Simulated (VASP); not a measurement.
# Co2Mo (P6/mmm) in VASP: single point with PBE

Aim: the single point of Co2Mo with PBE.

Everything below comes from runs of VASP 6.6.1. Logs are shortened: lines on timing, memory, paths and dates and some standing lists are left out, and cuts for length are marked.

**1. The cell of the first run**

It takes space group P6/mmm (No. 191, hexagonal). The conventional cell has a = 4.080 Å, b = 4.080 Å, c = 2.574 Å, α = 90.00°, β = 90.00°, γ = 120.00°. Within 3.1 Å of Co (site symmetry -6m2) lie 5 Co at 2.36 to 2.57 Å and 6 Mo at 2.68 Å. Mo (site symmetry 6/mmm) has 2 Mo at 2.57 Å and 12 Co at 2.68 Å within 3.4 Å.

**2. Single point, PBE, collinear spin, ferromagnetic start**

The input, INCAR:

```
SYSTEM = Co2Mo
PREC = Accurate ; ENCUT = 520
EDIFF = 1E-6 ; ISMEAR = 0
SIGMA = 0.1 ; LREAL = .False.
LASPH = .True. ; NELM = 150
ALGO = Normal ; ISIF = 2
LWAVE = .False. ; LCHARG = .False.
ISPIN = 2 ; MAGMOM = 1.37 1.37 0
LORBIT = 11 ; LMAXMIX = 4
GGA = PE ; NBANDS = 27
```

The input, KPOINTS:

```
Automatic mesh
0
Gamma
  12 12 18
  0 0 0
```

The input, POSCAR:

```
Co2Mo
1.0
    4.0804806529      0.0000000000      0.0000000000
   -2.0402403264      3.5337999050      0.0000000000
    0.0000000000      0.0000000000      2.5735948332
Co Mo
2 1
Direct
    0.3333333333      0.6666666667      0.5000000000
    0.6666666667      0.3333333333      0.5000000000
    0.0000000000      0.0000000000      0.0000000000
```

Potentials or basis: VASP PAW PBE potentials, release 64 (Co, Mo_sv).

Run with:

```sh
> cat potpaw_PBE.64/Co/POTCAR potpaw_PBE.64/Mo_sv/POTCAR > POTCAR
> mpirun -np 1 vasp_std > vasp.out
```

OUTCAR:

```text
SYSTEM = Co2Mo
   PREC = Accurate
   ENCUT = 520
   EDIFF = 1E-6
   ISMEAR = 0
   LREAL = .False.
   LASPH = .True.
   NELM = 150
   ISIF = 2
   ISPIN = 2
   LORBIT = 11
   GGA = PE

 ion  position               nearest neighbor table
   1  0.333  0.667  0.500-   2 2.36   2 2.36   2 2.36   3 2.68   3 2.68   3 2.68   3 2.68   3 2.68
                             3 2.68
   2  0.667  0.333  0.500-   1 2.36   1 2.36   1 2.36   3 2.68   3 2.68   3 2.68   3 2.68   3 2.68
                             3 2.68
   3  0.000  0.000  0.000-   1 2.68   2 2.68   1 2.68   2 2.68   1 2.68   1 2.68   2 2.68   2 2.68
                             2 2.68   2 2.68   1 2.68   1 2.68

  LATTYP: Found a hexagonal cell.
 ALAT       =     4.0804806529
 C/A-ratio  =     0.6307087454

  Lattice vectors:

 A1 = (   4.0804806529,   0.0000000000,   0.0000000000)
 A2 = (  -2.0402403264,   3.5337999050,   0.0000000000)
 A3 = (   0.0000000000,   0.0000000000,   2.5735948332)

Analysis of symmetry for initial positions (statically):
=====================================================================
 Subroutine PRICEL returns:
 Original cell was already a primitive cell.

 Routine SETGRP: Setting up the symmetry group for a
 hexagonal supercell.

 Subroutine GETGRP returns: Found 24 space group operations
 (whereof 24 operations were pure point group operations)
 out of a pool of 24 trial point group operations.

The static configuration has the point symmetry D_6h.

Analysis of symmetry for dynamics (positions and initial velocities):
=====================================================================
 Subroutine PRICEL returns:
 Original cell was already a primitive cell.

 Routine SETGRP: Setting up the symmetry group for a
 hexagonal supercell.

 Subroutine GETGRP returns: Found 24 space group operations
 (whereof 24 operations were pure point group operations)
 out of a pool of 24 trial point group operations.

The dynamic configuration has the point symmetry D_6h.

Analysis of structural, dynamic, and magnetic symmetry:
=====================================================================
 Subroutine PRICEL returns:
 Original cell was already a primitive cell.

 Routine SETGRP: Setting up the symmetry group for a
 hexagonal supercell.

 Subroutine GETGRP returns: Found 24 space group operations
 (whereof 24 operations were pure point group operations)
 out of a pool of 24 trial point group operations.

The overall configuration has the point symmetry D_6h.

 Subroutine INISYM returns: Found 24 space group operations
 (whereof 24 operations are pure point group operations),
 and found     1 'primitive' translations

----------------------------------------------------------------------------------------

                                     Primitive cell

  volume of cell :      37.1102

  direct lattice vectors                    reciprocal lattice vectors
     4.080480653  0.000000000  0.000000000     0.245069168  0.141490750  0.000000000
    -2.040240326  3.533799905  0.000000000     0.000000000  0.282981501  0.000000000
     0.000000000  0.000000000  2.573594833     0.000000000  0.000000000  0.388561551

  length of vectors
     4.080480653  4.080480653  2.573594833     0.282981501  0.282981501  0.388561551

  position of ions in fractional coordinates (direct lattice)
     0.333333333  0.666666667  0.500000000
     0.666666667  0.333333333  0.500000000
     0.000000000  0.000000000  0.000000000

  ion indices of the primitive-cell ions
   primitive index   ion index
                 1           1
                 2           2
                 3           3

----------------------------------------------------------------------------------------

 KPOINTS: Automatic mesh

Automatic generation of k-mesh.
 Grid dimensions read from file:
 generate k-points for:   12   12   18

 Generating k-lattice:

  Cartesian coordinates                     Fractional coordinates (reciprocal lattice)
     0.020422431  0.011790896  0.000000000     0.083333333  0.000000000  0.000000000
     0.000000000  0.023581792  0.000000000     0.000000000  0.083333333  0.000000000
     0.000000000  0.000000000  0.021586753     0.000000000  0.000000000  0.055555556

  Length of vectors
     0.023581792  0.023581792  0.021586753

  Shift w.r.t. Gamma in fractional coordinates (k-lattice)
     0.000000000  0.000000000  0.000000000

 Subroutine IBZKPT returns following result:
 ===========================================

 Found    190 irreducible k-points:

 Following reciprocal coordinates:
            Coordinates               Weight
  0.000000  0.000000  0.000000      1.000000
  0.083333  0.000000  0.000000      6.000000
  0.166667  0.000000  0.000000      6.000000
  0.250000  0.000000  0.000000      6.000000
  0.333333  0.000000  0.000000      6.000000
  0.416667  0.000000  0.000000      6.000000
[... 16 lines left out ...]
  0.250000  0.000000  0.055556     12.000000
  0.333333  0.000000  0.055556     12.000000
 [... further k-points ...]
   k-points           NKPTS =    190   k-points in BZ     NKDIM =    190   number of bands    NBANDS=     27
   number of dos      NEDOS =    301   number of ions     NIONS =      3
   total plane-waves  NPLWV =  18000
   dimension x,y,z NGX =    30 NGY =   30 NGZ =   20
   dimension x,y,z NGXF=    60 NGYF=   60 NGZF=   40
   ions per type =               2   1
   NGX,Y,Z   is equivalent  to a cutoff of  12.22, 12.22, 12.92 a.u.
   NGXF,Y,Z  is equivalent  to a cutoff of  24.45, 24.45, 25.84 a.u.
 SYSTEM =  Co2Mo
   PREC   = accura    normal or accurate (medium, high low for compatibility)
   ISTART =      0    job   : 0-new  1-cont  2-samecut
   ICHARG =      2    charge: 1-file 2-atom 10-const
   ISPIN  =      2    spin polarized calculation?
   LNONCOLLINEAR =      F non collinear calculations
   LSORBIT =      F    spin-orbit coupling
   LASPH  =      T    aspherical Exc in radial PAW
   ENCUT  =  520.0 eV  38.22 Ry    6.18 a.u.   7.59  7.59  4.79*2*pi/ulx,y,z
   NELM   =    150;   NELMIN=  2; NELMDL= -5     # of ELM steps
   EDIFF  = 0.1E-05   stopping-criterion for ELM
   LREAL  =      F    real-space projection
[... 7 lines left out ...]
   TEBEG  =    0.0;   TEEND  =   0.0 temperature during run
   PSTRESS=    0.0 pullay stress
   NELECT =      32.0000    total number of electrons
   NUPDOWN=      -1.0000    fix difference up-down
   EMIN   =  10.00;   EMAX   =-10.00  energy-range for DOS
   EFERMI =   0.00;   METHOD = LEGACY
   ISMEAR =     0;   SIGMA  =   0.10  broadening in eV -4-tet -1-fermi 0-gaus
   EFERMI_NEDOS =   21; number of points for ismear=-14 and -15
   IALGO  =     38    algorithm
   IMIX   =      4    mixing-type and parameters
     AMIX     =   0.40;   BMIX     =  1.00
     AMIX_MAG =   1.60;   BMIX_MAG =  1.00
  volume/ion in A,a.u.               =      12.37        83.48
  Fermi-wavevector in a.u.,A,eV,Ry     =   1.558214  2.944597 33.035351  2.428030
  Thomas-Fermi vector in A             =   2.661751
   LORBIT       =     11    0 simple, 1 ext, 2 COOP (PROOUT), +10 PAW based schemes
   GGA     = PE    functional components
   LHFCALC =     F    Hartree Fock is set to
   AEXX    =    0.0000 exact exchange contribution
   IVDW    =     0    specifies the selected vdW correction
   LEPSILON=     F    determine dielectric tensor
   LRPA    =     F    only Hartree local field effects (RPA)
 spin polarized calculation
 Gauss-broadening in eV      SIGMA  =   0.10
  energy-cutoff  :      520.00
  volume of cell :       37.11
 maximum number of plane-waves:      1022
   NGX = 15   NGY = 15   NGZ =  9

 number of electron      31.9999994 magnetization       2.2567892

 Free energy of the ion-electron system (eV)
  ---------------------------------------------------
  ext. energy  EPLUGINS =         0.00000000
  ---------------------------------------------------
  free energy    TOTEN  =       -24.73736106 eV

  energy without entropy =      -24.72001409  energy(sigma->0) =      -24.72868757

 E-fermi :  11.0681     XC(G=0): -13.4286

 val. band max:       11.0681109000   @ k =   0.2500   0.0000   0.3889
 cond. band min:      11.0682403760   @ k =   0.3333   0.0833   0.4444
 fundamental gap:      0.0001294760
 Fermi energy:        11.0681160320

 spin component 1

 k-point     1 :       0.0000    0.0000    0.0000
  band No.  band energies     occupation
      1     -49.7108      1.00000
      2     -23.7639      1.00000
      3     -23.7639      1.00000
      4     -23.0047      1.00000
      5       3.0015      1.00000
      6       6.4971      1.00000
[... 19 lines left out ...]
     26      24.6485      0.00000
     27      25.2588      0.00000

 k-point     2 :       0.0833    0.0000    0.0000
  band No.  band energies     occupation
      1     -49.7107      1.00000
      2     -23.7657      1.00000
      3     -23.7641      1.00000
      4     -23.0047      1.00000
      5       3.1053      1.00000
      6       6.5249      1.00000
[... 19 lines left out ...]
     26      24.9000      0.00000
     27      25.4525      0.00000

 k-point     3 :       0.1667    0.0000    0.0000
  band No.  band energies     occupation
      1     -49.7104      1.00000
      2     -23.7706      1.00000
      3     -23.7648      1.00000
      4     -23.0048      1.00000
      5       3.4101      1.00000
      6       6.5839      1.00000
[... 594 lines left out ...]
      1     -49.7037      1.00000
      2     -23.7713      1.00000
      3     -23.7599      1.00000
      4     -23.0555      1.00000
      5       3.9715      1.00000
      6       6.6072      1.00000
[... 19 lines left out ...]
     26      26.0669      0.00000
     27      26.5541      0.00000

 k-point    24 :       0.3333    0.0000    0.0556
  band No.  band energies     occupation
      1     -49.7033      1.00000
      2     -23.7779      1.00000
      3     -23.7608      1.00000
      4     -23.0555      1.00000
      5       4.5871      1.00000
      6       6.3410      1.00000
[... 19 lines left out ...]
     26      26.6099      0.00000
     27      27.4796      0.00000

 [... further k-points ...]

 spin component 2

 k-point     1 :       0.0000    0.0000    0.0000
  band No.  band energies     occupation
      1     -49.8052      1.00000
      2     -23.8955      1.00000
      3     -23.8955      1.00000
      4     -23.0601      1.00000
      5       3.0478      1.00000
      6       6.8381      1.00000
[... 19 lines left out ...]
     26      24.6845      0.00000
     27      25.3768      0.00000

 k-point     2 :       0.0833    0.0000    0.0000
  band No.  band energies     occupation
      1     -49.8051      1.00000
      2     -23.8973      1.00000
      3     -23.8957      1.00000
      4     -23.0601      1.00000
      5       3.1520      1.00000
      6       6.8602      1.00000
[... 19 lines left out ...]
     26      24.9425      0.00000
     27      25.5756      0.00000

 k-point     3 :       0.1667    0.0000    0.0000
  band No.  band energies     occupation
      1     -49.8048      1.00000
      2     -23.9022      1.00000
      3     -23.8964      1.00000
      4     -23.0602      1.00000
      5       3.4580      1.00000
      6       6.9036      1.00000
[... 594 lines left out ...]
      1     -49.7981      1.00000
      2     -23.9030      1.00000
      3     -23.8916      1.00000
      4     -23.1107      1.00000
      5       4.0226      1.00000
      6       6.9465      1.00000
[... 19 lines left out ...]
     26      26.2365      0.00000
     27      26.6231      0.00000

 k-point    24 :       0.3333    0.0000    0.0556
  band No.  band energies     occupation
      1     -49.7977      1.00000
      2     -23.9095      1.00000
      3     -23.8925      1.00000
      4     -23.1107      1.00000
      5       4.6426      1.00000
      6       6.6784      1.00000
[... 19 lines left out ...]
     26      26.7417      0.00000
     27      27.5988      0.00000

 [... further k-points ...]

------------------------ aborting loop because EDIFF is reached ----------------------------------------

  FORCE on cell =-STRESS in cart. coord.  units (eV):
  Direction    XX          YY          ZZ          XY          YZ          ZX
  --------------------------------------------------------------------------------------
  -------------------------------------------------------------------------------------
  Total       -0.1177294     -0.1177294      0.0036470     -0.0000000     -0.0000000      0.0000000
  in kB       -5.0827888     -5.0827888      0.1574557     -0.0000000     -0.0000000      0.0000000
  external PRESSURE =      -3.3360406 kB  Pullay stress =       0.0000000 kB

 VOLUME and BASIS-vectors are now :
 -----------------------------------------------------------------------------
  energy-cutoff  :      520.00
  volume of cell :       37.11
      direct lattice vectors                 reciprocal lattice vectors
     4.080480653  0.000000000  0.000000000     0.245069168  0.141490750  0.000000000
    -2.040240326  3.533799905  0.000000000     0.000000000  0.282981501  0.000000000
     0.000000000  0.000000000  2.573594833     0.000000000  0.000000000  0.388561551

 POSITION                                       TOTAL-FORCE (eV/Angst)
 -----------------------------------------------------------------------------------
     -0.00000      2.35587      1.28680        -0.000000     -0.000000      0.000000
      2.04024      1.17793      1.28680         0.000000      0.000000      0.000000
      0.00000      0.00000      0.00000        -0.000000      0.000000      0.000000
 -----------------------------------------------------------------------------------
    total drift:                               -0.000000      0.000000      0.000000

  FREE ENERGIE OF THE ION-ELECTRON SYSTEM (eV)
  ---------------------------------------------------
  free  energy   TOTEN  =       -24.7373610624 eV

  energy  without entropy=      -24.7200140855  energy(sigma->0) =      -24.72868757

 total charge

# of ion       s       p       d       tot
------------------------------------------
    1        0.511   0.545   7.271   8.327
    2        0.511   0.545   7.271   8.327
    3        2.371   6.191   3.929  12.491
--------------------------------------------------
tot          3.393   7.282  18.470  29.145

 magnetization (x)

# of ion       s       p       d       tot
------------------------------------------
    1        0.004   0.003   1.215   1.222
    2        0.004   0.003   1.215   1.222
    3       -0.012  -0.014  -0.143  -0.168
--------------------------------------------------
tot         -0.004  -0.008   2.288   2.276
```

Wall time 3.9 min (1 thread of Intel Xeon 6975P-C (Granite Rapids), shared host); peak memory 0.37 GiB.

Results:

- Free energy: -24.7374 eV
- Pressure: -0.3 GPa
- Net moment: 2.26 μB per cell
- Site moments: Co +1.22; Mo -0.17 μB
- Valence electrons inside the program's atomic spheres: Co 8.33; Mo 12.49

Stress tensor (GPa, compression positive):
```
-0.51  0.00  0.00
 0.00 -0.51  0.00
 0.00  0.00  0.02
```
